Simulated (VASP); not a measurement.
The system is HfNbSe4.

```
Hf Nb Se
1.0
     6.05282    0.00000    0.00000
    -3.02641    5.24190    0.00000
     0.00000    0.00000    4.90490
Hf Nb Se
1 1 4
Direct
  0.33333 0.66667 0.00000
  0.66667 0.33333 0.00000
  0.00000 0.00000 0.00000
  0.33164 0.16582 0.50000
  0.83418 0.16582 0.50000
  0.83418 0.66836 0.50000
```

| Item | Value |
| --- | --- |
| Program | VASP 6.6.1 |
| Task | relaxation of cell and atoms |
| Functional | PBE |
| Potentials or basis | VASP PAW PBE potentials, release 64 (Hf_pv, Nb_sv, Se) |
| Cutoff | 600 eV |
| k mesh | 3 × 3 × 4 |
| Occupations | gaussian, width 0.1 eV |
| Spin | no spin polarisation |

At the start: pressure -11.3 GPa; volume 25.94 Å³/atom.

**Question.** How do energy, volume and symmetry change on relaxing?

**Answer.** Over 5 steps the energy falls by 229.7 meV/atom and the volume is 21.15 Å³/atom (-18.5 %); space group P-6m2 (No. 187, to 0.05 Å).

Step by step:
```
step  energy change (eV)  largest force (eV/Å)  pressure (GPa)  volume (Å³)
   1              0.0000                1.0778          -11.31       155.62
   2             -1.1636                0.0655            7.73       117.88
   3             -1.3503                0.5191            0.55       126.34
   4             -1.3777                0.0721            0.23       126.96
   5             -1.3782                0.0000            0.25       126.88
```

Final structure:
```xyz
6
Lattice="5.5862 0.0000 0.0000 -2.7931 4.8378 0.0000 0.0000 0.0000 4.6950" Properties=species:S:1:pos:R:3 pbc="T T T"
Hf    0.0000    3.2252    0.0000
Nb    2.7931    1.6126    0.0000
Se    0.0000    0.0000    0.0000
Se    1.4387    0.8307    2.3475
Se    4.1475    0.8307    2.3475
Se    2.7931    3.1765    2.3475
```

Caveat: the k points lie up to 0.43 Å⁻¹ apart in the final cell; the volume moved by over 15 % at a fixed basis, so the end points are rough.
